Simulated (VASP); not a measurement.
# AlGa2N2 in VASP: notebook, part 2 of 2

VASP 6.6.1. Earlier steps stand in the parts before.

## 4. Single point, PBE

This run uses another cell than the first one, of 15.95 Å³/atom.

The input, INCAR:

```
ALGO     = Normal         # electronic algorithm
EDIFF    = 1E-6           # SCF threshold, eV
ENCUT    = 520            # plane-wave cutoff, eV
GGA      = PE             # functional
ISIF     = 2              # what is computed and relaxed
ISMEAR   = 0              # smearing method
LASPH    = True           # aspherical terms in the spheres
LCHARG   = False          # write CHGCAR
LREAL    = False          # projectors in reciprocal space
LWAVE    = False          # write WAVECAR
NBANDS   = 28             # bands
NELM     = 60             # most SCF steps
PREC     = Accurate       # precision mode
SIGMA    = 0.1            # smearing width, eV
```

The input, KPOINTS:

```
k-points
0
Gamma
  12 12 12
```

The input, POSCAR:

```
AlGa2N2
1.0
   -2.0708224550      2.0708224550      4.6481825466
    2.0708224550     -2.0708224550      4.6481825466
    2.0708224550      2.0708224550     -4.6481825466
Al Ga N
1 2 2
Direct
    0.5000000000      0.5000000000      0.0000000000
    0.7500000000      0.2500000000      0.5000000000
    0.2500000000      0.7500000000      0.5000000000
    0.3022193031      0.3022193031      0.0000000000
    0.6977806969      0.6977806969      0.0000000000
```

Potentials or basis: VASP PAW PBE potentials, release 64 (Al, Ga_d, N).

Command:

```sh
$ cat potpaw_PBE.64/Al/POTCAR potpaw_PBE.64/Ga_d/POTCAR potpaw_PBE.64/N/POTCAR > POTCAR
$ mpirun -np 1 vasp_std > vasp.out
```

OUTCAR:

```text
EDIFF = 1E-6
   ENCUT = 520
   GGA = PE
   ISIF = 2
   ISMEAR = 0
   LASPH = True
   LREAL = False
   NELM = 60
   PREC = Accurate

 ion  position               nearest neighbor table
   1  0.500  0.500  0.000-   4 1.84   5 1.84   2 3.11   3 3.11   3 3.11   2 3.11   2 3.11   3 3.11
                             3 3.11   2 3.11
   2  0.750  0.250  0.500-   4 2.13   5 2.13   4 2.13   5 2.13   1 3.11   1 3.11   1 3.11   1 3.11

   3  0.250  0.750  0.500-   4 2.13   5 2.13   4 2.13   5 2.13   1 3.11   1 3.11   1 3.11   1 3.11

   4  0.302  0.302  0.000-   1 1.84   2 2.13   3 2.13   3 2.13   2 2.13
   5  0.698  0.698  0.000-   1 1.84   2 2.13   3 2.13   2 2.13   3 2.13

  LATTYP: Found a body centered tetragonal cell.
 ALAT       =     4.1416449100
 C/A-ratio  =     2.2446069847

  Lattice vectors:

 A1 = (  -2.0708224550,   2.0708224550,   4.6481825466)
 A2 = (   2.0708224550,  -2.0708224550,   4.6481825466)
 A3 = (   2.0708224550,   2.0708224550,  -4.6481825466)

Analysis of symmetry for initial positions (statically):
=====================================================================
 Subroutine PRICEL returns:
 Original cell was already a primitive cell.

 Routine SETGRP: Setting up the symmetry group for a
 body centered tetragonal supercell.

 Subroutine GETGRP returns: Found 16 space group operations
 (whereof 16 operations were pure point group operations)
 out of a pool of 16 trial point group operations.

The static configuration has the point symmetry D_4h.

Analysis of symmetry for dynamics (positions and initial velocities):
=====================================================================
 Subroutine PRICEL returns:
 Original cell was already a primitive cell.

 Routine SETGRP: Setting up the symmetry group for a
 body centered tetragonal supercell.

 Subroutine GETGRP returns: Found 16 space group operations
 (whereof 16 operations were pure point group operations)
 out of a pool of 16 trial point group operations.

The dynamic configuration has the point symmetry D_4h.

 Subroutine INISYM returns: Found 16 space group operations
 (whereof 16 operations are pure point group operations),
 and found     1 'primitive' translations

----------------------------------------------------------------------------------------

                                     Primitive cell

  volume of cell :      79.7313

  direct lattice vectors                    reciprocal lattice vectors
    -2.070822455  2.070822455  4.648182547     0.000000000  0.241449961  0.107568925
     2.070822455 -2.070822455  4.648182547     0.241449961  0.000000000  0.107568925
     2.070822455  2.070822455 -4.648182547     0.241449961  0.241449961  0.000000000

  length of vectors
     5.493834023  5.493834023  5.493834023     0.264327746  0.264327746  0.341461809

  position of ions in fractional coordinates (direct lattice)
     0.500000000  0.500000000  0.000000000
     0.750000000  0.250000000  0.500000000
     0.250000000  0.750000000  0.500000000
     0.302219303  0.302219303  0.000000000
     0.697780697  0.697780697  0.000000000

  ion indices of the primitive-cell ions
   primitive index   ion index
                 1           1
                 2           2
                 3           3
[... 31 lines left out ...]
  0.000000  0.000000  0.000000      1.000000
  0.083333  0.000000  0.000000      8.000000
  0.166667  0.000000 -0.000000      8.000000
  0.250000 -0.000000  0.000000      8.000000
  0.333333 -0.000000  0.000000      8.000000
  0.416667 -0.000000  0.000000      8.000000
[... 16 lines left out ...]
  0.500000  0.166667  0.000000     16.000000
 -0.416667  0.166667 -0.000000     16.000000
 [... further k-points ...]
   k-points           NKPTS =    163   k-points in BZ     NKDIM =    163   number of bands    NBANDS=     28
   number of dos      NEDOS =    301   number of ions     NIONS =      5
   total plane-waves  NPLWV =  74088
   dimension x,y,z NGX =    42 NGY =   42 NGZ =   42
   dimension x,y,z NGXF=    84 NGYF=   84 NGZF=   84
   ions per type =               1   2   2
   NGX,Y,Z   is equivalent  to a cutoff of  12.71, 12.71, 12.71 a.u.
   NGXF,Y,Z  is equivalent  to a cutoff of  25.42, 25.42, 25.42 a.u.
 SYSTEM =  unknown system
   PREC   = accura    normal or accurate (medium, high low for compatibility)
   ISTART =      0    job   : 0-new  1-cont  2-samecut
   ICHARG =      2    charge: 1-file 2-atom 10-const
   ISPIN  =      1    spin polarized calculation?
   LNONCOLLINEAR =      F non collinear calculations
   LSORBIT =      F    spin-orbit coupling
   LASPH  =      T    aspherical Exc in radial PAW
   ENCUT  =  520.0 eV  38.22 Ry    6.18 a.u.  10.21 10.21 10.21*2*pi/ulx,y,z
   NELM   =     60;   NELMIN=  2; NELMDL= -5     # of ELM steps
   EDIFF  = 0.1E-05   stopping-criterion for ELM
   LREAL  =      F    real-space projection
   EDIFFG = 0.1E-04   stopping-criterion for IOM
   NSW    =      0    number of steps for IOM
   IBRION =     -1    ionic relax: 0-MD 1-quasi-New 2-CG
   NFREE  =      0    steps in history (QN), initial steepest desc. (CG)
   ISIF   =      2    stress and relaxation
   ISYM   =      2    0-nonsym 1-usesym 2-fastsym
   POTIM  = 0.5000    time-step for ionic-motion
   TEBEG  =    0.0;   TEEND  =   0.0 temperature during run
   PSTRESS=    0.0 pullay stress
   NELECT =      39.0000    total number of electrons
   NUPDOWN=      -1.0000    fix difference up-down
   EMIN   =  10.00;   EMAX   =-10.00  energy-range for DOS
   EFERMI =   0.00;   METHOD = LEGACY
   ISMEAR =     0;   SIGMA  =   0.10  broadening in eV -4-tet -1-fermi 0-gaus
   EFERMI_NEDOS =   21; number of points for ismear=-14 and -15
   IALGO  =     38    algorithm
   IMIX   =      4    mixing-type and parameters
     AMIX     =   0.40;   BMIX     =  1.00
     AMIX_MAG =   1.60;   BMIX_MAG =  1.00
  volume/ion in A,a.u.               =      15.95       107.61
  Fermi-wavevector in a.u.,A,eV,Ry     =   1.289892  2.437543 22.637669  1.663822
  Thomas-Fermi vector in A             =   2.421757
   LORBIT       =      0    0 simple, 1 ext, 2 COOP (PROOUT), +10 PAW based schemes
   GGA     = PE    functional components
   LHFCALC =     F    Hartree Fock is set to
   AEXX    =    0.0000 exact exchange contribution
   IVDW    =     0    specifies the selected vdW correction
   LEPSILON=     F    determine dielectric tensor
   LRPA    =     F    only Hartree local field effects (RPA)
 non-spin polarized calculation
 Gauss-broadening in eV      SIGMA  =   0.10
  energy-cutoff  :      520.00
  volume of cell :       79.73
 maximum number of plane-waves:      2169
 NGX is ok and might be reduce to    42
   NGX = 21   NGY = 21   NGZ = 21

 number of electron      38.9999990 magnetization

 Free energy of the ion-electron system (eV)
  ---------------------------------------------------
  ext. energy  EPLUGINS =         0.00000000
  ---------------------------------------------------
  free energy    TOTEN  =       -24.55834216 eV

  energy without entropy =      -24.55030455  energy(sigma->0) =      -24.55432336

 E-fermi :   5.2369     XC(G=0):  -9.9887

 val. band max:        5.2359412242   @ k =  -0.3333   0.3333   0.0833
 cond. band min:       5.2503099339   @ k =   0.3333   0.3333   0.0833
 fundamental gap:      0.0143687097
 Fermi energy:         5.2368873219

 k-point     1 :       0.0000    0.0000    0.0000
  band No.  band energies     occupation
      1     -12.2244      2.00000
      2     -11.6691      2.00000
      3     -10.3965      2.00000
      4     -10.3203      2.00000
      5     -10.3203      2.00000
      6     -10.2067      2.00000
[... 733 lines left out ...]
     27      12.0989      0.00000
     28      13.2252      0.00000

 [... further k-points ...]

------------------------ aborting loop because EDIFF is reached ----------------------------------------

  FORCE on cell =-STRESS in cart. coord.  units (eV):
  Direction    XX          YY          ZZ          XY          YZ          ZX
  --------------------------------------------------------------------------------------
  -------------------------------------------------------------------------------------
  Total        0.1644777      0.1644777      0.0055197      0.0000000      0.0000000      0.0000000
  in kB        3.3051313      3.3051313      0.1109167      0.0000000      0.0000000      0.0000000
  external PRESSURE =       2.2403931 kB  Pullay stress =       0.0000000 kB

 VOLUME and BASIS-vectors are now :
 -----------------------------------------------------------------------------
  energy-cutoff  :      520.00
  volume of cell :       79.73
      direct lattice vectors                 reciprocal lattice vectors
    -2.070822455  2.070822455  4.648182547     0.000000000  0.241449961  0.107568925
     2.070822455 -2.070822455  4.648182547     0.241449961  0.000000000  0.107568925
     2.070822455  2.070822455 -4.648182547     0.241449961  0.241449961  0.000000000

 POSITION                                       TOTAL-FORCE (eV/Angst)
 -----------------------------------------------------------------------------------
      0.00000      0.00000      4.64818        -0.000000     -0.000000     -0.000000
      0.00000      2.07082      2.32409        -0.000000     -0.000000     -0.000000
      2.07082      0.00000      2.32409        -0.000000     -0.000000     -0.000000
      0.00000      0.00000      2.80954         0.000000      0.000000      0.020688
      0.00000      0.00000      6.48682         0.000000      0.000000     -0.020688
 -----------------------------------------------------------------------------------
    total drift:                               -0.000000     -0.000000      0.000000

  FREE ENERGIE OF THE ION-ELECTRON SYSTEM (eV)
  ---------------------------------------------------
  free  energy   TOTEN  =       -24.5583421637 eV

  energy  without entropy=      -24.5503045504  energy(sigma->0) =      -24.55432336
```

It took 9.4 min on 1 thread of Intel Xeon Platinum 8488C (Sapphire Rapids), shared host; peak memory 0.47 GiB.

What came out:

```
Free energy            : -24.5583 eV
Pressure               : 0.2 GPa
Largest force          : 0.021 eV/Å
Band gap on the k mesh : zero (an odd number of electrons rules out a gap without spin polarisation)
```

Forces in eV/Å, atoms in the order of the input:
```
Al   0.000  0.000  0.000
Ga   0.000  0.000  0.000
Ga   0.000  0.000  0.000
N    0.000  0.000  0.021
N    0.000  0.000 -0.021
```

Stress tensor (GPa, compression positive):
```
0.33 0.00 0.00
0.00 0.33 0.00
0.00 0.00 0.01
```

## 5. Relaxation of cell and atoms, PBE

The input, INCAR:

```
SYSTEM = AlGa2N2
ALGO = Normal
EDIFF = 1E-6
EDIFFG = -0.04
ENCUT = 600
GGA = PE
IBRION = 2
ISIF = 3
ISMEAR = 0
LASPH = .True.
LCHARG = .False.
LREAL = .False.
LWAVE = .False.
NELM = 100
NSW = 90
PREC = Accurate
SIGMA = 0.1
```

The input, KPOINTS:

```
k-points
0
Gamma
  6 6 6
  0 0 0
```

The input, POSCAR:

```
AlGa2N2
1.0
    0.0000000000      2.4218115400      5.8149899900
    2.4098770900      0.0000000000      5.8149899900
    2.4098770900      2.4218115400      0.0000000000
Al Ga N
1 2 2
Direct
    0.5000000000      0.5000000000      0.5000000000
    0.2500000000      0.2500000000      0.2500000000
    0.7500000000      0.7500000000      0.7500000000
    0.1428000000      0.1428000000      0.8572000000
    0.8572000000      0.8572000000      0.1428000000
```

Command:

```sh
$ cat potpaw_PBE.64/Al/POTCAR potpaw_PBE.64/Ga_d/POTCAR potpaw_PBE.64/N/POTCAR > POTCAR
$ mpirun -np 1 vasp_std > vasp.out
```

Wall time 57 min (1 thread of Intel Xeon Platinum 8488C (Sapphire Rapids), shared host); peak memory 0.34 GiB.

Results (log left out):

```yaml
Free_energy: -24.5429 eV
Relaxed_volume: 15.82 Å³/atom
Relaxed_cell: a = 5.503 Å, b = 5.499 Å, c = 4.117 Å, α = 68.08°, β = 67.97°, γ = 43.95°
Space_group_after_relaxing_to_0.1_Å: I4/mmm (No. 139)
Pressure_after_relaxing: -0.2 GPa
Largest_force_after_relaxing: 0.011 eV/Å
Band_gap_on_the_k_mesh: zero (an odd number of electrons rules out a gap without spin polarisation)
```

Forces on the atoms (eV/Å):
```
Al   0.000  0.000  0.000
Ga   0.000  0.000  0.000
Ga   0.000  0.000  0.000
N    0.000  0.000  0.011
N    0.000  0.000 -0.011
```

Stress tensor (GPa, compression positive):
```
 0.05  0.00  0.00
 0.00 -0.26  0.00
 0.00  0.00 -0.36
```

Final structure:
```
CELL_PARAMETERS angstrom
0.00000 2.91505 4.66737
2.90732 0.00000 4.66737
2.90732 2.91505 0.00000
ATOMIC_POSITIONS crystal
Al 0.50000 0.50000 0.50000
Ga 0.25000 0.25000 0.25000
Ga 0.75000 0.75000 0.75000
N 0.30205 0.30205 0.69795
N 0.69795 0.69795 0.30205
```

Levels at points of the mesh, in eV from the Fermi level:
```
           k point  band 16  band 17  band 18  band 19  band 20  band 21  band 22  band 23
(0.00, 0.00, 0.00)    -5.12    -3.93    -3.90    -3.63    -2.15     1.81     2.56     2.73
(0.50, 0.00, 0.00)    -5.37    -5.24    -4.14    -0.81    -0.54     1.47     2.52     3.72
(0.50, 0.50, 0.00)    -5.21    -3.73    -3.70    -2.60    -0.90    -0.18     3.77     3.94
(0.50, 0.00, 0.50)    -4.81    -4.36    -3.51     0.44     0.96     1.12     3.19     3.31
(0.00, 0.50, 0.50)    -4.81    -4.38    -3.50     0.42     0.96     1.13     3.22     3.30
```

Caveat: the volume moved by over 15 % at a fixed basis, so the end points are rough.

## 6. Single point, PBE, collinear spin, ferromagnetic start

This run uses another cell than the first one, of 15.75 Å³/atom.

The input, INCAR:

```
SYSTEM = AlGa2N2
  PREC = Accurate
  ENCUT = 520
  EDIFF = 1E-7
  ISMEAR = 0
  SIGMA = 0.1
  LREAL = .False.
  LASPH = .True.
  NELM = 150
  ALGO = Normal
  ISIF = 2
  LWAVE = .False.
  LCHARG = .False.
  ISPIN = 2
  MAGMOM = 0 0 0 1 1
  LORBIT = 11
  GGA = PE
  NBANDS = 32
```

The input, KPOINTS:

```
Automatic mesh
0
Gamma
  6 6 6
  0 0 0
```

The input, POSCAR:

```
AlGa2N2
1.0
   -2.0643442410      2.0643442410      4.6207405458
    2.0643442410     -2.0643442410      4.6207405458
    2.0643442410      2.0643442410     -4.6207405458
Al Ga N
1 2 2
Direct
    0.5000000000      0.5000000000      0.0000000000
    0.7500000000      0.2500000000      0.5000000000
    0.2500000000      0.7500000000      0.5000000000
    0.3003662594      0.3003662594      0.0000000000
    0.6996337406      0.6996337406      0.0000000000
```

Potentials or basis: VASP PAW PBE potentials, release 64 (Al, Ga_d, N).

Command:

```sh
$ cat potpaw_PBE.64/Al/POTCAR potpaw_PBE.64/Ga_d/POTCAR potpaw_PBE.64/N/POTCAR > POTCAR
$ mpirun -np 1 vasp_std > vasp.out
```

Run time: 3.8 min. Hardware: 1 thread of Intel Xeon Platinum 8488C (Sapphire Rapids), shared host; peak memory 0.38 GiB.

The run converged. Its results:

```
Free energy                                           : -24.5672 eV
Pressure                                              : 0.3 GPa
Largest force                                         : 0.016 eV/Å
Net moment                                            : 0.00 μB per cell
Valence electrons inside the program's atomic spheres : Al 0.74; Ga 11.56; N 3.70
```

Forces in eV/Å, atoms in the order of the input:
```
Al   0.000  0.000  0.000
Ga   0.000  0.000  0.000
Ga   0.000  0.000  0.000
N    0.000  0.000  0.016
N    0.000  0.000 -0.016
```

Stress tensor (GPa, compression positive):
```
0.39 0.00 0.00
0.00 0.39 0.00
0.00 0.00 0.01
```

Levels at points of the mesh, in eV from the Fermi level:
Spin up:
```tsv
k point	band 18	band 19	band 20	band 21	band 22	band 23
(0.00, 0.00, 0.00)	-3.90	-3.63	-2.16	1.77	2.59	2.87
(0.50, 0.00, 0.00)	-4.11	-0.76	-0.52	1.50	2.61	3.71
(0.50, 0.50, 0.00)	-3.41	0.37	0.98	1.16	3.15	3.37
(0.50, 0.50, 0.50)	-3.69	-2.64	-0.88	-0.12	3.95	3.95
```
Spin down:
```
           k point  band 16  band 17  band 18  band 19  band 20  band 21  band 22  band 23  band 24  band 25
(0.00, 0.00, 0.00)    -5.11    -3.90    -3.90    -3.63    -2.16     1.77     2.59     2.87     3.08     3.08
(0.50, 0.00, 0.00)    -5.37    -5.24    -4.11    -0.76    -0.52     1.50     2.61     3.71     4.09     5.48
(0.50, 0.50, 0.00)    -4.74    -4.31    -3.41     0.37     0.98     1.16     3.15     3.37     4.21     4.25
(0.50, 0.50, 0.50)    -5.11    -3.69    -3.69    -2.64    -0.88    -0.12     3.95     3.95     3.96     4.38
```

## 7. Overview

```tsv
task	spin	cell	k mesh	cutoff (eV)	gap on the mesh (eV)	pressure (GPa)	largest force (eV/Å)
single point	off	a = 6.299, b = 6.295, c = 3.417 Å, angles 74.3, 74.2, 31.5°, 5 atoms, atomic positions A	6 × 6 × 6	520	none	10.9	1.15
single point	off	a = 5.466, b = 5.465, c = 4.129 Å, angles 67.8, 67.8, 44.4°, 5 atoms, atomic positions B	6 × 6 × 6	520	none	0.3	0.02
single point	off	a = 5.494 Å, angles 135.7, 135.7, 64.4°, 5 atoms, atomic positions C	12 × 12 × 12	520	none	0.2	0.02
relaxation of cell and atoms	off	relaxed from a = 6.299, b = 6.295, c = 3.417 Å, angles 74.3, 74.2, 31.5°, 5 atoms, atomic positions A	6 × 6 × 6	600	none	-0.2	0.01
single point	collinear, ferromagnetic start	a = 5.466 Å, angles 135.6, 135.6, 64.6°, 5 atoms, atomic positions D	6 × 6 × 6	520	none	0.3	0.02
```

Alike in all rows: level PBE; potentials or basis VASP PAW PBE potentials, release 64 (Al, Ga_d, N); smearing gaussian 0.1 eV.

Caveats: the cell stands under pressure (at least some runs); forces of over 1 eV/Å act on the atoms, so gaps and moduli don't describe the material at rest (at least some runs); the volume moved by over 15 % at a fixed basis, so the end points are rough (at least some runs).

Total energies depend on the potentials used, so only differences within one code and one set of settings carry meaning.
